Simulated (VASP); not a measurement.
Write the native input for VASP 6.6.1 that does the following.

| Property | Result |
| --- | --- |
| Task | single point |
| Functional | PBE-based screened hybrid with 25 % exact exchange |
| Potentials or basis | VASP PAW PBE potentials, release 64 (Br) |
| Cutoff | 520 eV |
| k mesh | 4 × 4 × 2 |
| Occupations | fermi-dirac, width 0.05 eV |
| Spin | no spin polarisation |
| Dipole correction | no |
| Grid for exact exchange (PRECFOCK) | Normal |
| Share of exact exchange | 0.25 |
| Further INCAR settings | ALGO = Normal; EDIFF = 1e-06; NBANDS = 22 |
| Screening parameter | 0.20787 1/Å |

Br:

```xyz
4
Lattice="3.3632 -2.3226 0.0000 3.3632 2.3226 0.0000 0.0000 0.0000 8.7023" Properties=species:S:1:pos:R:3 pbc="T T T"
Br    3.3632    0.6266    3.3948
Br    3.3632    1.6959    7.7459
Br    3.3632   -0.6266    5.3075
Br    3.3632   -1.6959    0.9564
```

These files were run (other wordings do the same):

POSCAR

```
Br
1.0
    3.3632500000     -2.3225500000      0.0000000000
    3.3632500000      2.3225500000      0.0000000000
    0.0000000000      0.0000000000      8.7023000000
Br
4
Direct
    0.3651000000      0.6349000000      0.3901000000
    0.1349000000      0.8651000000      0.8901000000
    0.6349000000      0.3651000000      0.6099000000
    0.8651000000      0.1349000000      0.1099000000
```

INCAR.step1

```
SYSTEM = Br
PREC = Accurate
ENCUT = 520
EDIFF = 1E-5
ISMEAR = -1
SIGMA = 0.05
LREAL = .FALSE.
LASPH = .TRUE.
NELM = 60
ALGO = Normal
ISIF = 2
LWAVE = .TRUE.
LCHARG = .FALSE.
GGA = PE
NBANDS = 22
```

INCAR.step2

```
SYSTEM = Br
PREC = Accurate
ENCUT = 520
EDIFF = 1E-6
ISMEAR = -1
SIGMA = 0.05
LREAL = .FALSE.
LASPH = .TRUE.
NELM = 60
ALGO = Normal
ISIF = 2
LWAVE = .FALSE.
LCHARG = .FALSE.
GGA = PE
LHFCALC = .TRUE.
AEXX = 0.25
HFSCREEN = 0.2078699
PRECFOCK = Normal
ISTART = 1
NBANDS = 22
```

KPOINTS

```
Automatic mesh
0
G
  4 4 2
  0 0 0
```

Potentials or basis: VASP PAW PBE potentials, release 64 (Br).

The run is started by

```console
$ cat potpaw_PBE.64/Br/POTCAR > POTCAR
$ cp INCAR.step1 INCAR
$ mpirun -np 1 vasp_std > vasp.out
$ cp INCAR.step2 INCAR
$ mpirun -np 1 vasp_std > vasp.out
```

It gave:

* Pressure: 0.8 GPa
* Largest force: 0.157 eV/Å
* Band gap on the k mesh: 3.10 eV (least direct gap 3.22 eV)

Caveat: this functional lacks dispersion, which holds the molecules together, so the pressure and a relaxed volume are unreliable; the PAW data sets were made with another functional, which shifts forces and pressure a little.

Run time: 53 min on 1 thread of Intel Xeon 8259CL (shared host), peak memory 0.35 GiB.
